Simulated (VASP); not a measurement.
Wanted: the native input for a VASP 6.6.1 run.

| Property | Result |
| --- | --- |
| Task | single point |
| Functional | PBE |
| Dispersion | D3(BJ) |
| Potentials or basis | VASP PAW PBE potentials, release 64 (C) |
| Cutoff | 520 eV |
| k mesh | 22 × 22 × 4 |
| Occupations | gaussian, width 0.15 eV |
| Spin | no spin polarisation |
| Dipole correction | no |
| Further INCAR settings | ALGO = Normal; EDIFF = 1e-07; NBANDS = 26 |

The structure of C lies in POSCAR:

```
C
1.0
   -1.2324898335     -2.1347350114      0.0000000000
    1.2324898335     -2.1347350114      0.0000000000
    0.0000000000     -3.5577493700     13.4768657407
C
8
Direct
    0.2709041650      0.2709041650      0.8749500000
    0.6875541650      0.6875541650      0.3749500000
   -0.1041208350     -0.1041208350      0.1249500000
   -0.5207708350     -0.5207708350      0.6249500000
   -0.0624291683     -0.0624291683      0.8749500000
    0.3542208317      0.3542208317      0.3749500000
    0.2292124983      0.2292124983      0.1249500000
   -0.1874375017     -0.1874375017      0.6249500000
```

This cell differs from its parent crystal: the part above a cut slid along it.

The input as run:

INCAR

```
PREC = Accurate
ENCUT = 520
EDIFF = 1E-7
ISMEAR = 0
SIGMA = 0.15
LREAL = F
LASPH = T
NELM = 80
ALGO = Normal
ISIF = 2
LWAVE = F
LCHARG = F
GGA = PE
IVDW = 12
NBANDS = 26
```

KPOINTS

```
regular mesh
0
Gamma
  22 22 4
```

Potentials or basis: VASP PAW PBE potentials, release 64 (C).

The run is started by

```console
$ cat potpaw_PBE.64/C/POTCAR > POTCAR
$ mpirun -np 1 vasp_std > vasp.out
```

It gave:

| Quantity | Value |
| --- | --- |
| Pressure | 0.5 GPa |
| Largest force | 0.025 eV/Å |
| Dispersion energy per atom | -0.156 eV |

Caveat: the cell differs from its parent crystal (the part above a cut slid along it).

It took 6.5 min on 1 thread of Intel(R) Xeon(R) 6975P-C (Granite Rapids), with other jobs on the host, peak memory 0.66 GiB.
